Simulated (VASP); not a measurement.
A run of VASP 6.6.1:

INCAR

```
SYSTEM = CuI
PREC     = Accurate       ! precision mode
ENCUT    = 520            ! plane-wave cutoff, eV
EDIFF    = 1E-6           ! SCF threshold, eV
ISMEAR   = -1             ! smearing method
SIGMA    = 0.05           ! smearing width, eV
LREAL    = .FALSE.        ! projectors in reciprocal space
LASPH    = .TRUE.         ! aspherical terms in the spheres
NELM     = 60             ! most SCF steps
ALGO     = Normal         ! electronic algorithm
ISIF     = 2              ! what is computed and relaxed
LWAVE    = .FALSE.        ! write WAVECAR
LCHARG   = .FALSE.        ! write CHGCAR
GGA      = B5             ! functional
ALDAX    = 1.0          
AGGAX    = 1.0          
AGGAC    = 1.0          
ALDAC    = 0.0          
IVDW     = 13             ! dispersion correction
VDW_S6   = 1.0          
VDW_S8   = 2.34076671   
VDW_A1   = 0.44488865   
VDW_A2   = 4.0933009    
NBANDS   = 16             ! bands
```

Contents of KPOINTS:

```
regular mesh
0
G
  8 8 8
  0 0 0
```

POSCAR

```
CuI
1.0
    0.0000000000      3.0076491937      3.0076491937
    3.0076491937      0.0000000000      3.0076491937
    3.0076491937      3.0076491937      0.0000000000
I Cu
1 1
Direct
    0.0000000000      0.0000000000      0.0000000000
    0.7500000000      0.7500000000      0.7500000000
```

Potentials or basis: VASP PAW PBE potentials, release 64 (I, Cu).

Run with:

```bash
$ cat potpaw_PBE.64/I/POTCAR potpaw_PBE.64/Cu/POTCAR > POTCAR
$ mpirun -np 1 vasp_std > vasp.out
```

Hardware: 1 thread of Intel(R) Xeon(R) 6975P-C (Granite Rapids) (shared host).

Question: How long does it take, and how much memory?

Answer: Run time: 14 s on 1 thread of Intel(R) Xeon(R) 6975P-C (Granite Rapids), with other jobs on the host, peak memory 0.18 GiB. Counts: scf iterations 12, k points 29.
